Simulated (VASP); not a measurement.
# GaN (P6_3mc) in VASP: settings compared, part 2 of 2

VASP 6.6.1. The steps go on from the part before.

### Step 5. Relaxation of cell and atoms, PBE

This run uses another cell than the first one, of 9.27 Å³/atom.

INCAR reads:

```
SYSTEM = GaN
  PREC = Accurate
  ENCUT = 600
  EDIFF = 1E-7
  ISMEAR = -1
  SIGMA = 0.02
  LREAL = .False.
  LASPH = .True.
  NELM = 80
  ALGO = Normal
  ISIF = 3
  LWAVE = .False.
  LCHARG = .False.
  GGA = PE
  IBRION = 2
  NSW = 80
  EDIFFG = -0.005
```

KPOINTS reads:

```
Automatic mesh
0
Gamma
  12 12 6
  0 0 0
```

POSCAR reads:

```
GaN
1.0
    2.9709044594      0.0000000000      0.0000000000
   -1.4854522297      2.5728787340      0.0000000000
    0.0000000000      0.0000000000      4.8514869821
Ga N
2 2
Direct
    0.3333333333      0.6666666667      0.0000000000
    0.6666666667      0.3333333333      0.5000000000
    0.3333333333      0.6666666667      0.3750000000
    0.6666666667      0.3333333333      0.8750000000
```

Run with:

```
$ cat potpaw_PBE.64/Ga_d/POTCAR potpaw_PBE.64/N/POTCAR > POTCAR
$ mpirun -np 1 vasp_std > vasp.out
```

It took 2.7 min on 1 thread of Intel Xeon 6975P-C (Granite Rapids), shared host; peak memory 0.21 GiB.

Results (log left out):

| Property | Result |
| --- | --- |
| Free energy | -24.3212 eV |
| Relaxed volume | 11.76 Å³/atom |
| Relaxed cell | a = 3.219 Å, b = 3.219 Å, c = 5.244 Å, α = 90.00°, β = 90.00°, γ = 120.00° |
| Space group after relaxing (to 0.1 Å) | P6_3mc (No. 186) |
| Energy gained by relaxing | 428.8 meV/atom |
| Ionic steps | 9 |
| Pressure after relaxing | 0.0 GPa |
| Band gap on the k mesh | 1.71 eV |

Step by step:
```tsv
step	energy change (eV)	largest force (eV/Å)	pressure (GPa)	volume (Å³)
1	0.0000	0.0484	67.96	37.08
2	-0.0801	0.0574	-26.63	62.45
3	-1.7112	0.0402	-1.95	47.61
4	-1.7144	0.0398	-0.54	47.21
5	-1.7146	0.0395	0.24	46.99
6	-1.7150	0.0195	0.25	46.99
7	-1.7151	0.0040	0.25	46.99
8	-1.7151	0.0020	-0.24	47.12
9	-1.7151	0.0009	0.00	47.06
```

Final structure:
```
CELL_PARAMETERS angstrom
3.21882 0.00000 0.00000
-1.60941 2.78758 0.00000
0.00000 0.00000 5.24449
ATOMIC_POSITIONS crystal
Ga 0.33333 0.66667 0.99915
Ga 0.66667 0.33333 0.49915
N 0.33333 0.66667 0.37585
N 0.66667 0.33333 0.87585
```

Levels at points of the mesh, in eV from the valence-band top:
```tsv
k point	band 15	band 16	band 17	band 18	band 19	band 20	band 21	band 22
(0.00, 0.00, 0.00)	-1.00	-0.04	0.00	0.00	1.71	4.06	9.02	9.73
(0.50, 0.00, 0.00)	-4.06	-2.64	-2.11	-0.96	4.98	5.37	5.98	8.34
(0.00, 0.00, 0.50)	-0.51	-0.51	-0.51	-0.51	4.06	4.06	8.31	8.31
(0.50, 0.00, 0.50)	-1.87	-1.87	-1.83	-1.83	4.31	4.31	7.57	7.57
```

Caveat: the volume moved by over 15 % at a fixed basis, so the end points are rough.

### Step 6. Relaxation of cell and atoms, r2SCAN

POSCAR reads:

```
GaN
1.0
    3.2183180073      0.0000000000      0.0000000000
   -1.6091590037      2.7871451518      0.0000000000
    0.0000000000      0.0000000000      5.2432519063
Ga N
2 2
Direct
    0.3333333333      0.6666666667     -0.0008524585
    0.6666666667      0.3333333333      0.4991475415
    0.3333333333      0.6666666667      0.3758524585
    0.6666666667      0.3333333333      0.8758524585
```

INCAR.step1 reads:

```
SYSTEM = GaN
ALGO     = Normal         ! electronic algorithm
EDIFF    = 1E-4           ! SCF threshold, eV
ENCUT    = 600            ! plane-wave cutoff, eV
GGA      = PE             ! functional
ISMEAR   = -1             ! smearing method
LASPH    = .TRUE.         ! aspherical terms in the spheres
LCHARG   = .FALSE.        ! write CHGCAR
LREAL    = .FALSE.        ! projectors in reciprocal space
LWAVE    = .TRUE.         ! write WAVECAR
NELM     = 60             ! most SCF steps
PREC     = Accurate       ! precision mode
SIGMA    = 0.02           ! smearing width, eV
```

INCAR.step2 reads:

```
SYSTEM = GaN
ALGO     = Normal         ! electronic algorithm
EDIFF    = 1E-7           ! SCF threshold, eV
EDIFFG   = -0.005         ! ionic threshold
ENCUT    = 600            ! plane-wave cutoff, eV
IBRION   = 2              ! ionic algorithm
ISIF     = 3              ! what is computed and relaxed
ISMEAR   = -1             ! smearing method
ISTART   = 1            
LASPH    = .TRUE.         ! aspherical terms in the spheres
LCHARG   = .FALSE.        ! write CHGCAR
LMIXTAU  = .TRUE.       
LREAL    = .FALSE.        ! projectors in reciprocal space
LWAVE    = .FALSE.        ! write WAVECAR
METAGGA  = R2SCAN         ! meta-GGA
NELM     = 60             ! most SCF steps
NSW      = 80             ! ionic steps
PREC     = Accurate       ! precision mode
SIGMA    = 0.02           ! smearing width, eV
```

KPOINTS reads:

```
k-points
0
G
  12 12 4
  0 0 0
```

Potentials or basis: VASP PAW PBE potentials, release 64 (Ga_d, N).

Run with:

```
$ cat potpaw_PBE.64/Ga_d/POTCAR potpaw_PBE.64/N/POTCAR > POTCAR
$ cp INCAR.step1 INCAR
$ mpirun -np 1 vasp_std > vasp.out
$ cp INCAR.step2 INCAR
$ mpirun -np 1 vasp_std > vasp.out
```

It took 7.3 min on 1 thread of Intel Xeon 6975P-C (Granite Rapids), shared host; peak memory 0.23 GiB.

The run converged. Its results:

```yaml
Free_energy: -43.8247 eV
Relaxed_volume: 11.43 Å³/atom
Relaxed_cell: a = 3.189 Å, b = 3.189 Å, c = 5.194 Å, α = 90.00°, β = 90.00°, γ = 120.00°
Space_group_after_relaxing_to_0.1_Å: P6_3mc (No. 186)
Energy_gained_by_relaxing: 5.4 meV/atom
Ionic_steps: 3
Pressure_after_relaxing: 0.0 GPa
Band_gap_on_the_k_mesh: 2.31 eV
```

Forces in eV/Å, atoms in the order of the input:
```
Ga   0.000  0.000  0.002
Ga   0.000  0.000  0.002
N    0.000  0.000 -0.002
N    0.000  0.000 -0.002
```

The path:
```csv
step,energy change (eV),largest force (eV/Å),pressure (GPa),volume (Å³)
1,0.0000,0.0091,-5.13,47.03
2,-0.0008,0.0165,5.63,44.51
3,-0.0215,0.0021,0.03,45.73
```

Final structure:
```cif
data_structure
_symmetry_space_group_name_H-M 'P 1'
_symmetry_Int_Tables_number 1
_cell_length_a 3.1885
_cell_length_b 3.1885
_cell_length_c 5.1941
_cell_angle_alpha 90.000
_cell_angle_beta 90.000
_cell_angle_gamma 120.000
_cell_volume 45.73
loop_
_atom_site_label
_atom_site_type_symbol
_atom_site_fract_x
_atom_site_fract_y
_atom_site_fract_z
_atom_site_occupancy
Ga1 Ga 0.33333 0.66667 0.99911 1
Ga2 Ga 0.66667 0.33333 0.49911 1
N1 N 0.33333 0.66667 0.37589 1
N2 N 0.66667 0.33333 0.87589 1
```

Levels at points of the mesh, in eV from the valence-band top:
```csv
k point,band 14,band 15,band 16,band 17,band 18,band 19,band 20,band 21,band 22
"(0.00, 0.00, 0.00)",-1.06,-1.06,-0.04,0.00,0.00,2.31,4.78,9.92,10.56
"(0.50, 0.00, 0.00)",-5.38,-4.27,-2.82,-2.22,-1.03,5.57,6.09,6.53,9.30
"(0.00, 0.00, 0.50)",-3.92,-0.54,-0.54,-0.54,-0.54,4.73,4.73,9.15,9.15
"(0.50, 0.00, 0.50)",-6.69,-1.99,-1.99,-1.94,-1.94,4.87,4.87,8.38,8.38
```

Caveat: the PAW data sets were made with another functional, which shifts forces and pressure a little.

### Step 7. Summary

| task | level | cell | k mesh | cutoff (eV) | smearing | gap on the mesh (eV) | pressure (GPa) | relaxed volume (Å³/atom) |
| --- | --- | --- | --- | --- | --- | --- | --- | --- |
| single point | PBE | a = 3.218, b = 3.218, c = 5.243 Å, angles 90.0, 90.0, 120.0°, 4 atoms, atomic positions A | 12 × 12 × 6 | 520 | fermi-dirac 0.02 eV | 1.72 | 0.1 | - |
| single point | r2SCAN | a = 3.183, b = 3.183, c = 5.184 Å, angles 90.0, 90.0, 120.0°, 4 atoms, atomic positions A | 12 × 12 × 4 | 520 | fermi-dirac 0.02 eV | 2.34 | 1.1 | - |
| single point | r2SCAN | a = 3.183, b = 3.183, c = 5.184 Å, angles 90.0, 90.0, 120.0°, 4 atoms, atomic positions A | 12 × 12 × 6 | 520 | gaussian 0.01 eV | 2.34 | 1.1 | - |
| relaxation of cell and atoms | PBE | relaxed from a = 2.971, b = 2.971, c = 4.851 Å, angles 90.0, 90.0, 120.0°, 4 atoms, atomic positions B | 12 × 12 × 6 | 600 | fermi-dirac 0.02 eV | 1.71 | 0.0 | 11.76 |
| relaxation of cell and atoms | r2SCAN | relaxed from a = 3.218, b = 3.218, c = 5.243 Å, angles 90.0, 90.0, 120.0°, 4 atoms, atomic positions A | 12 × 12 × 4 | 600 | fermi-dirac 0.02 eV | 2.31 | 0.0 | 11.43 |

Alike in all rows: potentials or basis VASP PAW PBE potentials, release 64 (Ga_d, N); no spin polarisation.

Caveats: the PAW data sets were made with another functional, which shifts forces and pressure a little (at least some runs); the volume moved by over 15 % at a fixed basis, so the end points are rough (at least some runs).

Total energies depend on the potentials used, so only differences within one code and one set of settings carry meaning.
